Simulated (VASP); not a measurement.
Set up this calculation in VASP 6.6.1, as the native input.

- Task: single point
- Functional: PBE
- Potentials or basis: VASP PAW PBE potentials, release 64 (Sr_sv, Pb_d)
- Cutoff: 520 eV
- k mesh: 6 × 6 × 6
- Occupations: gaussian, width 0.1 eV
- Spin: no spin polarisation
- Dipole correction: no
- Further INCAR settings: ALGO = Normal; EDIFF = 1e-07; NBANDS = 26

The structure of SrPb2 lies in POSCAR:

```
SrPb2
1.0
   -1.9944060573      1.9944060573      6.4892422331
    1.9944060573     -1.9944060573      6.4892422331
    1.9944060573      1.9944060573     -6.4892422331
Sr Pb
1 2
Direct
    0.0000000000      0.0000000000      0.0000000000
    0.3400000000      0.3400000000      0.0000000000
    0.6600000000      0.6600000000      0.0000000000
```

These files were run (other wordings do the same):

INCAR

```
SYSTEM = SrPb2
PREC = Accurate
ENCUT = 520
EDIFF = 1E-7
ISMEAR = 0
SIGMA = 0.1
LREAL = .FALSE.
LASPH = .TRUE.
NELM = 80
ALGO = Normal
ISIF = 2
LWAVE = .FALSE.
LCHARG = .FALSE.
GGA = PE
NBANDS = 26
```

KPOINTS

```
regular mesh
0
G
  6 6 6
  0 0 0
```

Potentials or basis: VASP PAW PBE potentials, release 64 (Sr_sv, Pb_d).

The run is started by

```sh
$ cat potpaw_PBE.64/Sr_sv/POTCAR potpaw_PBE.64/Pb_d/POTCAR > POTCAR
$ mpirun -np 1 vasp_std > vasp.out
```

It gave:

| Item | Value |
| --- | --- |
| Pressure | 0.1 GPa |
| Largest force | 0.841 eV/Å |
| Band gap on the k mesh | zero (bands 19 and 20 overlap by 1.77 eV) |

Caveat: spin-orbit coupling is left out, which moves the levels of the heavy elements.

Wall time 4.6 min on 1 thread of Intel Xeon 8259CL, with other jobs on the host, peak memory 0.41 GiB.
